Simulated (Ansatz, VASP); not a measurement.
## Mo: VASP beside Ansatz

The input INCAR:

```
PREC = Accurate
ENCUT = 520
EDIFF = 1E-6
ISMEAR = 0
SIGMA = 0.15
LREAL = F
LASPH = T
NELM = 60
ALGO = Fast
ISIF = 2
LWAVE = F
LCHARG = F
GGA = PS
NBANDS = 13
```

The input KPOINTS:

```
Automatic mesh
0
Gamma
  22 22 22
```

File POSCAR:

```
Mo
1.0
   -1.5081600000      1.5081600000      1.4453200000
    1.5081600000     -1.5081600000      1.4453200000
    1.5081600000      1.5081600000     -1.4453200000
Mo
1
Direct
    0.0000000000      0.0000000000      0.0000000000
```

Input for Ansatz:

```yaml
crystal:
  lattice:
    - [-1.50816, 1.50816, 1.44532]
    - [1.50816, -1.50816, 1.44532]
    - [1.50816, 1.50816, -1.44532]
  atoms:
    - { symbol: Mo, position: [0.0, 0.0, 0.0] }
basis:
  ecutwfc: 420
kpoints:
  mp_grid: { grid: [22, 22, 22] }
hamiltonian:
  xc: pbesol
scf:
  occupations: { method: gaussian, width: 0.15 }
output:
  forces: true
  stress: true
  eigenvalues: true
  write_density: true
  write_potential: true
  elf: true
  volumetric_format: npy
```

Change from the starting cell: strain -0.040 along x and y, -0.080 along z, atoms carried along.

Alike in both runs: task single point; functional PBEsol; k mesh 22 × 22 × 22; occupations gaussian, width 0.15 eV; no spin polarisation.

```csv
,VASP,Ansatz
version,VASP 6.6.1,Ansatz 0.2.0
potentials or method,"VASP PAW PBE potentials, release 64 (Mo_sv), cutoff 520 eV","scalar-relativistic, plane waves, PAW"
valence electrons in the cell,14,14
```

```tsv
	VASP	Ansatz	Ansatz less VASP
gap on the k mesh at the Fermi level (eV)	none	none	-
pressure (GPa)	60.1	58.9	-1.17
traceless stress, the component that is largest in VASP (GPa)	13.15	13.15	0.000
```

VASP's potentials were made for PBE, not for PBEsol. A gap of «none» marks a metal or a gap that the smearing closes. Both programs put the cell under a high pressure, so it lies far from rest at this level. With one functional, cell and mesh, what is left measures potentials, basis and numerics.

Noted on VASP's run: the cell as given lies far from equilibrium.
